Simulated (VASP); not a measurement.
Crystal: Ga5N2.

```
CELL_PARAMETERS angstrom
5.71040 0.00000 0.00000
-2.85520 4.94535 0.00000
0.00000 0.00000 4.67399
ATOMIC_POSITIONS crystal
Ga 0.50000 0.00000 0.00000
Ga 0.00000 0.50000 0.00000
Ga 0.50000 0.50000 0.00000
Ga 0.33333 0.66667 0.50000
Ga 0.66667 0.33333 0.50000
N 0.00000 0.00000 0.61953
N 0.00000 0.00000 0.38047
```

Base run:

* Program: VASP 6.6.1
* Functional: PBE
* Potentials or basis: VASP PAW PBE potentials, release 64 (Ga_d, N)
* Cutoff: 520 eV
* k mesh: 6 × 6 × 4
* Occupations: gaussian, width 0.1 eV
* Spin: no spin polarisation

Its results: pressure 0.7 GPa; largest force 1.449 eV/Å.

The run is repeated on the same cell with these changes: potentials or basis from VASP PAW PBE potentials, release 64 (Ga_d, N) to VASP PAW PBE potentials, release 64 (Ga_d, N_h); cutoff from 520 eV to 910 eV; further incar settings from ALGO = Normal; EDIFF = 1e-07; NBANDS = 46 to ALGO = Normal; EDIFF = 1e-06; NBANDS = 46. What comes out?

Pressure 0.0 GPa; largest force 0.071 eV/Å.

Caveats: the standard files for N, O and F lose accuracy on very short bonds (some runs); forces of over 1 eV/Å act on the atoms, so gaps and moduli don't describe the material at rest (some runs); the cutoff is under 1.25 times the usual one of these potentials, so pressure, stress and relaxed cells hold a basis-set (Pulay) error (some runs).
